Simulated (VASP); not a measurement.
**SiC: single point with LDA**

SiC:

```
Si C
1.0
     3.07831    0.00000    0.00000
    -1.53916    2.66590    0.00000
     0.00000    0.00000   15.10822
Si C
6 6
Direct
  0.33333 0.66667 0.83298
  0.66667 0.33333 0.33298
  0.66667 0.33333 0.66650
  0.33333 0.66667 0.16650
  0.00000 0.00000 0.49972
  0.00000 0.00000 0.99972
  0.00000 0.00000 0.87437
  0.00000 0.00000 0.37437
  0.33333 0.66667 0.70800
  0.66667 0.33333 0.20800
  0.66667 0.33333 0.54153
  0.33333 0.66667 0.04153
```

* Program: VASP 6.6.1
* Task: single point
* Functional: LDA
* Potentials or basis: VASP PAW LDA potentials, release 64 (Si, C)
* Cutoff: 520 eV
* k mesh: 12 × 12 × 2
* Occupations: gaussian, width 0.01 eV
* Spin: no spin polarisation

```json
{"Pressure": "-3.8 GPa", "Largest force": "0.011 eV/Å", "Band gap on the k mesh": "1.97 eV (least direct gap 3.07 eV)"}
```

Forces on the atoms (eV/Å):
```
Si   0.000  0.000 -0.002
Si   0.000  0.000 -0.002
Si   0.000  0.000  0.000
Si   0.000  0.000  0.000
Si   0.000  0.000  0.011
Si   0.000  0.000  0.011
C    0.000  0.000 -0.002
C    0.000  0.000 -0.002
C    0.000  0.000  0.002
C    0.000  0.000  0.002
C    0.000  0.000 -0.008
C    0.000  0.000 -0.008
```

Levels at points of the mesh, in eV from the valence-band top:
```csv
k point,band 20,band 21,band 22,band 23,band 24,band 25,band 26,band 27,band 28,band 29
"(0.00, 0.00, 0.00)",-0.30,-0.30,-0.04,0.00,0.00,5.15,5.32,5.73,6.24,6.36
"(0.50, 0.00, 0.00)",-2.26,-1.82,-1.79,-1.67,-1.10,1.97,2.15,3.13,3.82,4.49
"(0.00, 0.00, 0.50)",-0.64,-0.10,-0.10,-0.10,-0.10,5.22,5.22,5.96,5.96,6.70
"(0.50, 0.00, 0.50)",-2.36,-1.72,-1.72,-1.31,-1.31,2.01,2.01,3.35,3.35,4.73
```

Run time: 2.7 min on 1 thread of AMD EPYC 7R13 (shared host), peak memory 0.23 GiB.

Caveat: the cell stands under tension. A k mesh can miss the band edges.
